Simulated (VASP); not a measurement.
# SnSe2 (P-3m1) in VASP: vibrations by perturbation theory with PBEsol

Aim: the vibrations by perturbation theory of SnSe2 with PBEsol.

All numbers are computed with VASP 6.6.1; they aren't measurements. Logs are shortened: lines on timing, memory, paths and dates and some standing lists are left out, and cuts for length are marked.

## (1) The cell of the first run

The structure is trigonal, space group P-3m1 (No. 164). The conventional cell has a = 3.721 Å, b = 3.721 Å, c = 5.278 Å, α = 90.00°, β = 90.00°, γ = 120.00°. Sn (site symmetry -3m) has 6 Se at 2.67 Å within 3.5 Å. Se (site symmetry 3m) has 3 Sn at 2.67 Å and 3 Se at 3.00 Å within 3.5 Å.

## (2) Vibrations by perturbation theory, PBEsol

INCAR

```
SYSTEM = SnSe2
ALGO = Normal ; EDIFF = 1E-8
ENCUT = 520 ; GGA = PS
IBRION = 8 ; ISIF = 2
ISMEAR = -1 ; LASPH = .TRUE.
LCHARG = .FALSE. ; LREAL = .FALSE.
LWAVE = .FALSE. ; NBANDS = 20
NELM = 100 ; NSW = 1
PREC = Accurate ; SIGMA = 0.15
```

KPOINTS

```
k-points
0
G
  12 12 8
  0 0 0
```

POSCAR

```
SnSe2
1.0
    3.7214598265      0.0000000000      0.0000000000
   -1.8607299132      3.2228787489      0.0000000000
    0.0000000000      0.0000000000      5.2777981423
Sn Se
1 2
Direct
    0.0000000000      0.0000000000      0.0000000000
    0.3333333333      0.6666666667      0.3010048448
    0.6666666667      0.3333333333      0.6989951552
```

Potentials or basis: VASP PAW PBE potentials, release 64 (Sn_d, Se).

Started as:

```console
$ cat potpaw_PBE.64/Sn_d/POTCAR potpaw_PBE.64/Se/POTCAR > POTCAR
$ mpirun -np 1 vasp_std > vasp.out
```

OUTCAR:

```text
SYSTEM = SnSe2
   EDIFF = 1E-8
   ENCUT = 520
   GGA = PS
   IBRION = 8
   ISIF = 2
   ISMEAR = -1
   LASPH = .TRUE.
   LREAL = .FALSE.
   NELM = 100
   NSW = 1
   PREC = Accurate

 ion  position               nearest neighbor table
   1  0.000  0.000  0.000-   2 2.67   3 2.67   2 2.67   3 2.67   3 2.67   2 2.67
   2  0.333  0.667  0.301-   1 2.67   1 2.67   1 2.67
   3  0.667  0.333  0.699-   1 2.67   1 2.67   1 2.67

  LATTYP: Found a hexagonal cell.
 ALAT       =     3.7214598265
 C/A-ratio  =     1.4182063997

  Lattice vectors:

 A1 = (   3.7214598265,   0.0000000000,   0.0000000000)
 A2 = (  -1.8607299132,   3.2228787489,   0.0000000000)
 A3 = (   0.0000000000,   0.0000000000,   5.2777981423)

Analysis of symmetry for initial positions (statically):
=====================================================================
 Subroutine PRICEL returns:
 Original cell was already a primitive cell.

 Routine SETGRP: Setting up the symmetry group for a
 hexagonal supercell.

 Subroutine GETGRP returns: Found 12 space group operations
 (whereof 12 operations were pure point group operations)
 out of a pool of 24 trial point group operations.

The static configuration has the point symmetry D_3d.

Analysis of symmetry for dynamics (positions and initial velocities):
=====================================================================
 Subroutine PRICEL returns:
 Original cell was already a primitive cell.

 Routine SETGRP: Setting up the symmetry group for a
 hexagonal supercell.

 Subroutine GETGRP returns: Found 12 space group operations
 (whereof 12 operations were pure point group operations)
 out of a pool of 24 trial point group operations.

The dynamic configuration has the point symmetry D_3d.

 Subroutine INISYM returns: Found 12 space group operations
[... 726 lines left out ...]
     0.000000000  0.000000000  5.277798142     0.000000000  0.000000000  0.189472953

 POSITION                                       TOTAL-FORCE (eV/Angst)
 -----------------------------------------------------------------------------------
      0.00000      0.00000      0.00000         0.000000      0.000000      0.000000
     -0.00000      2.14859      1.58864        -0.000000      0.000000      0.023827
      1.86073      1.07429      3.68916         0.000000     -0.000000     -0.023827
 -----------------------------------------------------------------------------------
    total drift:                               -0.000000     -0.000000     -0.000000

  FREE ENERGIE OF THE ION-ELECTRON SYSTEM (eV)
  ---------------------------------------------------
  free  energy   TOTEN  =       -12.6449321337 eV

  energy  without entropy=      -12.5849462170  energy(sigma->0) =      -12.61493918

[... ionic steps 2 to 3 ...]

--------------------------------------- Ionic step        4  -------------------------------------------

------------------------ aborting loop because EDIFF is reached ----------------------------------------
[... 11 lines left out ...]
[... ionic steps 8 to 8 ...]

--------------------------------------- Ionic step        9  -------------------------------------------

 Free energy of the ion-electron system (eV)
  ---------------------------------------------------
  ---------------------------------------------------
  free energy    TOTEN  =        -0.09461370 eV

  energy without entropy =       -0.09456065

------------------------ aborting loop because EDIFF is reached ----------------------------------------

 INTERNAL STRAIN TENSOR  FOR ION    2  DIRECTION 3   (eV/Angst):
 -----------------------------------------------------------------------------
    -3.46362 -0.00000 -0.00000
    -0.00000 -3.46362 -0.00000
    -0.00000 -0.00000 -9.70505

 INTERNAL STRAIN TENSOR FOR ION    3 for displacements in x,y,z  (eV/Angst):
          X           Y           Z          XY          YZ          ZX
  --------------------------------------------------------------------------------
  x    -0.00000     0.00000     0.00000    -2.17754     0.00000     6.26717
  y    -2.17754     2.17754    -0.00000     0.00000     5.20165     0.00000
  z     3.46362     3.46362     9.70505     0.00000     0.00000    -0.00000

 SECOND DERIVATIVES (NOT SYMMETRIZED)
 ------------------------------------
               1X          1Y          1Z          2X          2Y          2Z          3X          3Y          3Z
  1X    -6.585526   -0.000000    0.000000    3.292763    0.000000    0.000000    3.292763    0.000000    0.000000
  1Y    -0.000000   -6.585526    0.000000    0.000000    3.292763    0.000000    0.000000    3.292763    0.000000
  1Z     0.000000    0.000000  -14.781182   -0.000000    0.000000    7.390591   -0.000000    0.000000    7.390591
  2X     3.297040    0.000000   -0.000000   -5.567192   -0.000000   -0.000000    2.270152    0.000000   -0.000000
  2Y     0.000000    3.297040    0.000000   -0.000000   -5.567192    0.000000    0.000000    2.270152    0.000000
  2Z     0.000000    0.000000    7.370755   -0.000000   -0.000000   -8.145900    0.000000    0.000000    0.775145
  3X     3.297040    0.000000   -0.000000    2.270152    0.000000   -0.000000   -5.567192   -0.000000   -0.000000
  3Y     0.000000    3.297040    0.000000    0.000000    2.270152    0.000000   -0.000000   -5.567192    0.000000
  3Z     0.000000    0.000000    7.370755    0.000000    0.000000    0.775145   -0.000000   -0.000000   -8.145900

 Eigenvectors and eigenvalues of the dynamical matrix
 ----------------------------------------------------

   1 f  =    7.296970 THz    45.848216 2PiTHz  243.400726 cm-1    30.177830 meV
             X         Y         Z           dx          dy          dz
      0.000000  0.000000  0.000000     0.000000   -0.000000   -0.755995
     -0.000000  2.148586  1.588643     0.000000   -0.000000    0.462856
      1.860730  1.074293  3.689155    -0.000000    0.000000    0.462856
[... 43 lines left out ...]
   9 f/i=    0.004852 THz     0.030488 2PiTHz    0.161858 cm-1     0.020068 meV
             X         Y         Z           dx          dy          dz
      0.000000  0.000000  0.000000     0.000000   -0.000000    0.654577
     -0.000000  2.148586  1.588643     0.000000   -0.000000    0.534569
      1.860730  1.074293  3.689155     0.000000   -0.000000    0.534569

--------------------------------------------------------------------------------------------------------

 ELASTIC MODULI CONTR FROM IONIC RELAXATION (kBar)
 Direction    XX          YY          ZZ          XY          YZ          ZX
 --------------------------------------------------------------------------------
 XX         -98.6992    -37.4469   -190.7405     -0.0000     73.1590      0.0000
 YY         -37.4469    -98.6992   -190.7405     -0.0000    -73.1590     -0.0000
 ZZ        -190.7405   -190.7405   -534.4542     -0.0000     -0.0000      0.0000
 XY          -0.0000     -0.0000     -0.0000    -30.6261     -0.0000     88.1451
 YZ          73.1590    -73.1590     -0.0000     -0.0000   -174.7607     -0.0000
 ZX           0.0000     -0.0000      0.0000     88.1451     -0.0000   -253.6908
 --------------------------------------------------------------------------------
```

OSZICAR:

```text
N       E                     dE             d eps       ncg     rms          rms(c)
DAV:   1     0.208550794230E+03    0.20855E+03   -0.12322E+04  5448   0.158E+03
DAV:   2     0.101871701197E+02   -0.19836E+03   -0.19064E+03  5632   0.415E+02
[... 77 lines left out ...]
RMM:   7    -0.946130153316E-01   -0.20775E-06   -0.42647E-07 10260   0.164E-03    0.446E-04
RMM:   8    -0.946137043173E-01   -0.68899E-06    0.25003E-07 10440   0.596E-04    0.135E-04
RMM:   9    -0.946137859178E-01   -0.81600E-07    0.79169E-08 10197   0.245E-04    0.347E-05
RMM:  10    -0.946136980721E-01    0.87846E-07    0.11989E-07 11137   0.844E-05    0.939E-06
RMM:  11    -0.946136832826E-01    0.14790E-07   -0.41549E-08 10878   0.310E-05    0.430E-06
RMM:  12    -0.946136960101E-01   -0.12727E-07   -0.61756E-09 10743   0.194E-05    0.120E-06
RMM:  13    -0.946136952910E-01    0.71909E-09    0.51090E-09  9727   0.151E-05    0.233E-07
 Linear response finished
```

Wall time 25 min (1 thread of Intel Xeon 8259CL, shared host); peak memory 1.4 GiB.

Results:

```yaml
Highest_phonon_frequency_at_Γ_LO-TO_splitting_left_out: 243 cm⁻¹
```

Phonon frequencies in cm⁻¹ (negative: imaginary):
| q point | frequencies |
| --- | --- |
| (0.000, 0.000, 0.000) | 0 0 0 163 163 164 164 175 243 |

Caveat: the cell stands under pressure or tension, which shifts response properties; spin-orbit coupling is left out, which moves the levels of the heavy elements.
